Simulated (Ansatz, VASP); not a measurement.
## Rb in VASP and in Ansatz

INCAR

```
PREC = Accurate
ENCUT = 520
EDIFF = 1E-6
ISMEAR = 0
SIGMA = 0.15
LREAL = F
LASPH = T
NELM = 100
ALGO = Fast
ISIF = 2
LWAVE = F
LCHARG = T
GGA = CA
LELF = T
LVHAR = T
NBANDS = 10
```

File KPOINTS:

```
regular mesh
0
Gamma
  14 14 14
```

The input POSCAR:

```
Rb
1.0
   -2.3944063018      2.3944063018      3.2286174573
    2.3944063018     -2.3944063018      3.2286174573
    2.3944063018      2.3944063018     -3.2286174573
Rb
1
Direct
    0.0000000000      0.0000000000      0.0000000000
```

Input for Ansatz:

```yaml
crystal:
  lattice:
    - [-2.3944063018, 2.3944063018, 3.2286174573]
    - [2.3944063018, -2.3944063018, 3.2286174573]
    - [2.3944063018, 2.3944063018, -3.2286174573]
  atoms:
    - { symbol: Rb, position: [0.0, 0.0, 0.0] }
basis:
  ecutwfc: 420
kpoints:
  mp_grid: { grid: [14, 14, 14] }
hamiltonian:
  xc: lda
scf:
  occupations: { method: gaussian, width: 0.15 }
output:
  forces: true
  stress: true
  eigenvalues: true
```

Alike in both runs: task single point; functional LDA; k mesh 14 × 14 × 14; occupations gaussian, width 0.15 eV; no spin polarisation.

|  | VASP | Ansatz |
| --- | --- | --- |
| version | VASP 6.6.1 | Ansatz 0.2.0 |
| potentials or method | VASP PAW LDA potentials, release 64 (Rb_sv), cutoff 520 eV | scalar-relativistic, plane waves, PAW |
| valence electrons in the cell | 9 | 9 |

```csv
,VASP,Ansatz,Ansatz less VASP
gap on the k mesh at the Fermi level (eV),none,none,-
pressure (GPa),0.2,0.2,0.00
```

LDA's correlation is that of Perdew and Zunger in VASP and of Perdew and Wang (1992) in Ansatz. A gap of «none» marks a metal or a gap that the smearing closes.
